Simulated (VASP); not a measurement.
Input of a VASP 6.6.1 run:

The input INCAR:

```
SYSTEM = Sb
ALGO = Normal
EDIFF = 1E-6
ENCUT = 520
GGA = PE
ISIF = 2
ISMEAR = -1
LASPH = .True.
LCHARG = .False.
LREAL = .False.
LWAVE = .False.
NBANDS = 12
NELM = 100
PREC = Accurate
SIGMA = 0.06122561905347299
```

KPOINTS

```
k-points
0
Gamma
  14 14 14
  0 0 0
```

Contents of POSCAR:

```
Sb
1.0
    0.0000000000      3.5433727768      3.5433727768
    3.5433727768      0.0000000000      3.5433727768
    3.5433727768      3.5433727768      0.0000000000
Sb
2
Direct
    0.0000000000      0.0000000000      0.0000000000
    0.2500000000      0.2500000000      0.2500000000
```

Potentials or basis: VASP PAW PBE potentials, release 64 (Sb).

Run with:

```bash
$ cat potpaw_PBE.64/Sb/POTCAR > POTCAR
$ mpirun -np 1 vasp_std > vasp.out
```

**Question.** Predict the band gap on the k mesh.

**Answer.** Zero (band 5 reaches 4.12 eV, above the bottom of band 6 at 3.10 eV).

**Question.** Estimate the pressure.

**Answer.** -1.2 GPa.

Caveat: spin-orbit coupling is left out, which moves the levels of the heavy elements.
